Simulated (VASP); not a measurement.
**PtC (CsCl type): single point with PBEsol**

Crystal: PtC (CsCl type).

```
Pt C
1.0
     2.55133    0.00000    0.00000
     0.00000    2.55133    0.00000
     0.00000    0.00000    2.55133
Pt C
1 1
Direct
  0.00000 0.00000 0.00000
  0.50000 0.50000 0.50000
```

This cell differs from its parent crystal: volume scaled by 0.78.

- Program: VASP 6.6.1
- Task: single point
- Functional: PBEsol
- Potentials or basis: VASP PAW PBE potentials, release 64 (Pt, C)
- Cutoff: 520 eV
- k mesh: 14 × 14 × 14
- Occupations: fermi-dirac, width 0.05 eV
- Spin: no spin polarisation
- Dipole correction: no
- Further INCAR settings: ALGO = Normal; EDIFF = 1e-07; NBANDS = 14

```yaml
Pressure: 123.0 GPa
Band_gap_on_the_k_mesh: zero (band 7 reaches 21.61 eV, above the bottom of band 8 at 15.19 eV)
```

Levels at points of the mesh, in eV from the Fermi level:
```csv
k point,band 4,band 5,band 6,band 7,band 8,band 9,band 10,band 11
"(0.00, 0.00, 0.00)",-2.62,-2.62,-2.62,-1.20,-1.20,-1.20,7.14,17.03
"(0.50, 0.00, 0.00)",-7.13,-7.13,-2.25,-0.10,4.83,4.83,9.43,10.75
"(0.50, 0.50, 0.00)",-7.03,-4.98,-4.98,-0.25,0.50,0.61,6.41,13.99
"(0.50, 0.50, 0.50)",-8.89,-0.05,-0.05,5.22,5.22,5.22,5.59,5.59
```

It took 27 s on 1 thread of Intel(R) Xeon(R) Platinum 8488C (Sapphire Rapids), on a shared host, peak memory 0.15 GiB.

Caveat: the PAW data sets were made with another functional, which shifts forces and pressure a little; spin-orbit coupling is left out, which moves the levels of the heavy elements.
